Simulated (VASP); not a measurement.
Input of a VASP 6.6.1 run:

INCAR

```
SYSTEM = Sb
  PREC = Accurate
  ENCUT = 520
  EDIFF = 1E-8
  ISMEAR = -1
  SIGMA = 0.03
  LREAL = .FALSE.
  LASPH = .TRUE.
  NELM = 60
  ALGO = Normal
  ISIF = 2
  LWAVE = .FALSE.
  LCHARG = .FALSE.
  GGA = PS
  LEFG = .TRUE.
  NBANDS = 8
```

File KPOINTS:

```
regular mesh
0
G
  14 14 14
  0 0 0
```

File POSCAR:

```
Sb
1.0
   -0.0230500000      2.2934750000      2.2934750000
    2.2934750000     -0.0230500000      2.2934750000
    2.2934750000      2.2934750000     -0.0230500000
Sb
1
Direct
    0.0000000000      0.0000000000      0.0000000000
```

Potentials or basis: VASP PAW PBE potentials, release 64 (Sb).

Launch:

```bash
$ cat potpaw_PBE.64/Sb/POTCAR > POTCAR
$ mpirun -np 1 vasp_std > vasp.out
```

Question: What does it give for the pressure?

Answer: 5.2 GPa.

Stress tensor (GPa, compression positive):
```
 5.18 -0.42 -0.42
-0.42  5.18 -0.42
-0.42 -0.42  5.18
```

Caveat: the cell differs from its parent crystal (equal xy, yz and zx shear strains of -1 %); without QUAD_EFG the Cq values of the log hold for a quadrupole moment of 1 mb, not for the nuclei; the PAW data sets were made with another functional, which shifts forces and pressure a little.
